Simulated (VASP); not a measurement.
Crystal: WSe2.

```xyz
6
Lattice="3.2900 0.0000 0.0000 -1.6450 2.8492 0.0000 0.0000 0.0000 12.9700" Properties=species:S:1:pos:R:3 pbc="T T T"
W     0.0000    1.8995    3.2425
W     1.6450    0.9497    9.7275
Se    0.0000    1.8995    8.0544
Se    1.6450    0.9497    1.5694
Se    0.0000    1.8995   11.4006
Se    1.6450    0.9497    4.9156
```

```yaml
Program: VASP 6.6.1
Task: relaxation of cell and atoms
Functional: LDA
Potentials_or_basis: VASP PAW LDA potentials, release 64 (W_sv, Se)
Cutoff: 600 eV
k_mesh: 8 × 8 × 2
Occupations: fermi-dirac, width 0.1 eV
Spin: no spin polarisation
```

At the start: pressure -3.3 GPa; volume 20.26 Å³/atom.

How do energy, volume and symmetry change on relaxing?

Over 17 steps the energy falls by 5.4 meV/atom and the volume is 19.62 Å³/atom (-3.2 %); space group P6_3/mmc (No. 194, to 0.1 Å) before and after.

The path:
```csv
step,energy change (eV),largest force (eV/Å),pressure (GPa),volume (Å³)
1,0.0000,0.2612,-3.28,121.58
2,0.0949,1.0282,7.48,114.42
3,-0.0273,0.1247,-0.14,119.22
4,-0.0273,0.1331,-0.08,119.17
5,-0.0311,0.0318,-0.03,118.67
6,-0.0311,0.0281,-0.03,118.65
7,-0.0313,0.0214,-0.04,118.58
8,-0.0318,0.0034,-0.12,118.39
9,-0.0322,0.0323,-0.29,118.00
10,-0.0322,0.0254,-0.23,117.91
11,-0.0323,0.0040,-0.03,117.69
12,-0.0323,0.0046,-0.03,117.69
13,-0.0323,0.0138,-0.12,117.80
14,-0.0323,0.0071,-0.06,117.71
15,-0.0323,0.0056,-0.07,117.70
16,-0.0324,0.0040,-0.04,117.70
17,-0.0324,0.0004,0.00,117.71
```

Final structure:
```xyz
6
Lattice="3.2551 0.0000 0.0000 -1.6276 2.8190 0.0000 0.0000 0.0000 12.8273" Properties=species:S:1:pos:R:3 pbc="T T T"
W     0.0000    1.8794    3.2068
W     1.6276    0.9397    9.6205
Se    0.0000    1.8794    7.9502
Se    1.6276    0.9397    1.5365
Se    0.0000    1.8794   11.2909
Se    1.6276    0.9397    4.8772
```
